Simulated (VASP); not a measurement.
Set up this calculation in VASP 6.6.1, as the native input.

| Item | Value |
| --- | --- |
| Task | single point |
| Functional | PBE |
| Potentials or basis | VASP PAW PBE potentials, release 64 (Hf_pv, O) |
| Cutoff | 520 eV |
| k mesh | 6 × 6 × 6 |
| Occupations | gaussian, width 0.1 eV |
| Spin | no spin polarisation |
| Dipole correction | no |
| Further INCAR settings | ALGO = Normal; EDIFF = 1e-06; NBANDS = 31 |

The structure of HfO2 lies in POSCAR:

```
HfO2
1.0
    0.0000000000     -2.5488307096     -2.5488307096
   -2.5488307096      0.0000000000     -2.5488307096
    2.5488307096      2.5488307096     -5.0976614192
Hf O
2 4
Direct
    0.5000000000      0.5000000000      0.5000000000
    1.0000000000      1.0000000000      1.0000000000
    0.8750000000      0.8750000000      0.3750000000
    0.3750000000      0.3750000000      0.8750000000
    0.6250000000      0.6250000000      0.1250000000
    0.1250000000      0.1250000000      0.6250000000
```

One way to write it, as run:

INCAR

```
SYSTEM = HfO2
PREC     = Accurate       ! precision mode
ENCUT    = 520            ! plane-wave cutoff, eV
EDIFF    = 1E-6           ! SCF threshold, eV
ISMEAR   = 0              ! smearing method
SIGMA    = 0.1            ! smearing width, eV
LREAL    = .False.        ! projectors in reciprocal space
LASPH    = .True.         ! aspherical terms in the spheres
NELM     = 60             ! most SCF steps
ALGO     = Normal         ! electronic algorithm
ISIF     = 2              ! what is computed and relaxed
LWAVE    = .False.        ! write WAVECAR
LCHARG   = .True.         ! write CHGCAR
GGA      = PE             ! functional
LELF     = .True.         ! ELF
LVHAR    = .True.       
NBANDS   = 31             ! bands
```

KPOINTS

```
Automatic mesh
0
Gamma
  6 6 6
  0 0 0
```

Potentials or basis: VASP PAW PBE potentials, release 64 (Hf_pv, O).

The run is started by

```bash
$ cat potpaw_PBE.64/Hf_pv/POTCAR potpaw_PBE.64/O/POTCAR > POTCAR
$ mpirun -np 1 vasp_std > vasp.out
```

Results of the run:

| Property | Result |
| --- | --- |
| Pressure | -3.6 GPa |
| Band gap on the k mesh | 3.76 eV |

Caveat: the cell stands under tension; spin-orbit coupling is left out, which moves the levels of the heavy elements.

Wall time 2.1 min on 1 thread of Intel Xeon 8259CL, with other jobs on the host, peak memory 0.21 GiB.
